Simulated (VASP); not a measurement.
InSe: single point with PBEsol

InSe:

```
In Se
1.0
     6.22742   -1.93196   -0.00529
     6.22742    1.93196   -0.00529
    -1.70143    0.00000    4.27209
In Se
2 2
Direct
  0.88580 0.88580 0.02905
  0.11420 0.11420 0.97095
  0.65472 0.65472 0.63749
  0.34528 0.34528 0.36251
```

This cell differs from its parent crystal: strain +0.0600 x Voigt [1, -1, 0, 0, 0, 0].

* Program: VASP 6.6.1
* Task: single point
* Functional: PBEsol
* Potentials or basis: VASP PAW PBE potentials, release 64 (In_d, Se)
* Cutoff: 520 eV
* k mesh: 8 × 8 × 6
* Occupations: gaussian, width 0.05 eV
* Spin: no spin polarisation
* Dipole correction: no
* Further INCAR settings: ALGO = Normal; EDIFF = 1e-06; NBANDS = 27

- Pressure: 0.5 GPa
- Largest force: 0.653 eV/Å
- Band gap on the k mesh: 0.11 eV (least direct gap 0.64 eV)

Forces on the atoms (eV/Å):
```
In   0.538  0.000 -0.370
In  -0.538  0.000  0.370
Se   0.303  0.000 -0.233
Se  -0.303  0.000  0.233
```

Stress tensor (GPa, compression positive):
```
-4.86  0.00 -1.30
 0.00  5.15  0.00
-1.30  0.00  1.10
```

Levels at points of the mesh, in eV from the valence-band top:
```
           k point  band 15  band 16  band 17  band 18  band 19  band 20  band 21  band 22  band 23  band 24
(0.00, 0.00, 0.00)    -4.11    -3.06    -2.21    -2.14    -1.38     1.81     3.58     4.07     5.12     5.25
(0.50, 0.00, 0.00)    -2.76    -2.36    -1.92    -1.82    -1.22     1.23     1.96     2.78     3.03     4.03
(0.50, 0.50, 0.00)    -3.01    -2.49    -1.73    -0.94    -0.53     0.11     1.70     3.03     4.14     5.92
(0.00, 0.00, 0.50)    -2.45    -2.03    -1.67    -1.13    -0.26     1.27     2.39     3.72     3.97     5.47
(0.50, 0.00, 0.50)    -4.20    -3.87    -2.87    -2.65    -2.33     1.20     2.70     3.87     4.03     6.48
(0.50, 0.50, 0.50)    -3.07    -1.74    -1.46    -1.37    -0.19     2.30     2.68     3.06     4.43     4.81
```

It took 5.5 min on 1 thread of Intel(R) Xeon(R) Platinum 8375C CPU @ 2.90GHz (Ice Lake), on a shared host, peak memory 0.46 GiB.

Caveat: the cell differs from its parent crystal (strain +0.0600 x Voigt [1, -1, 0, 0, 0, 0]); the PAW data sets were made with another functional, which shifts forces and pressure a little; spin-orbit coupling is left out, which moves the levels of the heavy elements. A k mesh can miss the band edges.
